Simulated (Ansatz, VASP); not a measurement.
## Two plane-wave programs on PbO2

```
CELL_PARAMETERS angstrom
5.06570 0.00000 0.00000
0.00000 5.06570 0.00000
0.00000 0.00000 3.44922
ATOMIC_POSITIONS crystal
Pb 0.00000 0.00000 0.00000
Pb 0.50000 0.50000 0.50000
O 0.30766 0.30766 0.00000
O 0.19234 0.80766 0.50000
O 0.80766 0.19234 0.50000
O 0.69234 0.69234 0.00000
```

Alike in both runs: task relaxation of cell and atoms; functional PBE; k mesh 8 × 8 × 10; occupations gaussian, width 0.01 eV; no spin polarisation.

```csv
,VASP,Ansatz
version,VASP 6.6.1,Ansatz 0.2.0
potentials or method,"VASP PAW PBE potentials, release 64 (Pb_d, O), cutoff 600 eV","scalar-relativistic, plane waves, PAW"
valence electrons in the cell,52,52
```

|  | VASP | Ansatz | Ansatz less VASP |
| --- | --- | --- | --- |
| relaxed volume (Å³/atom) | 14.82 | 14.81 | -0.008 |
| relaxed length of the cell vector where the two differ most in proportion (Å) | 3.448 | 3.443 | -0.0051 |

Neither program's run includes spin-orbit coupling.
